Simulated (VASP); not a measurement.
Runs of VASP 6.6.1 on Ir. The structure is that of space group Fm-3m (No. 225), or close to it. The cells are those of the table. 

```csv
task,potentials or basis,cell,k mesh,cutoff (eV),smearing,second run,gap on the mesh (eV),pressure (GPa),relaxed volume (Å³/atom)
single point,"VASP PAW LDA potentials, release 64 (Ir)","a = 2.695 Å, angles 60.0°, 1 atom",22 × 22 × 22,520,gaussian 0.15 eV,-,none,(b),-
single point,"VASP PAW LDA potentials, release 64 (Ir)","a = 2.695 Å, angles 60.0°, 1 atom",18 × 18 × 18,520,gaussian 0.1 eV,-,none,(a),-
relaxation of cell and atoms,"VASP PAW LDA potentials, release 64 (Ir)","relaxed from a = 2.715 Å, angles 60.0°, 1 atom",18 × 18 × 18,600,gaussian 0.1 eV,-,none,0.0,13.93
single point,"VASP PAW LDA potentials, release 64 (Ir_sv_GW)","a = 2.695 Å, angles 60.0°, 1 atom",20 × 20 × 20,500,gaussian 0.15 eV,valence_matched,none,-1.7,-
single point,"VASP PAW LDA potentials, release 64 (Ir_sv_GW)","a = 2.695 Å, angles 60.0°, 1 atom",18 × 18 × 18,500,gaussian 0.1 eV,valence_matched,none,-1.7,-
single point,"VASP PAW LDA potentials, release 64 (Ir_sv_GW)","a = 2.695 Å, angles 60.0°, 1 atom",22 × 22 × 22,500,gaussian 0.15 eV,valence_matched,none,-1.5,-
relaxation of cell and atoms,"VASP PAW LDA potentials, release 64 (Ir_sv_GW)","relaxed from a = 2.715 Å, angles 60.0°, 1 atom",18 × 18 × 18,500,gaussian 0.1 eV,valence_matched,none,0.0,13.78
```

Alike in all rows: level LDA; no spin polarisation.

Fill in the values left out.

(a) 2.6; (b) 2.7.

Caveats: spin-orbit coupling is left out, which moves the levels of the heavy elements.

A k mesh can miss the band edges, and the runs leave out spin-orbit coupling on Ir.

A gap of «none» marks levels without a gap at the run's occupations.

The runs don't all hold the same shells in valence.
